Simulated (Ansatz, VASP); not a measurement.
Ir: VASP beside Ansatz

```xyz
1
Lattice="0.0000 2.0266 1.7226 2.0266 0.0000 1.7226 2.0266 2.0266 0.0000" Properties=species:S:1:pos:R:3 pbc="T T T"
Ir    0.0000    0.0000    0.0000
```

Alike in both runs: task single point; functional PBEsol; k mesh 24 × 24 × 24; occupations gaussian, width 0.15 eV; no spin polarisation.

|  | VASP | Ansatz |
| --- | --- | --- |
| version | VASP 6.6.1 | Ansatz 0.2.0 |
| potentials or method | VASP PAW PBE potentials, release 64 (Ir_sv_GW), cutoff 560 eV | scalar-relativistic, plane waves, PAW |
| valence electrons in the cell | 17 | 17 |

|  | VASP | Ansatz | Ansatz less VASP |
| --- | --- | --- | --- |
| gap on the k mesh at the Fermi level (eV) | none | none | - |
| pressure (GPa) | 0.5 | 2.3 | +1.87 |
| traceless stress, the component that is largest in VASP (GPa) | 31.97 | 32.08 | +0.103 |

VASP's potentials were made for PBE, not for PBEsol. A gap of «none» marks a metal or a gap that the smearing closes. The functional is the same, so the differences come from potentials, cutoffs and numerics.

Neither program's run includes spin-orbit coupling.
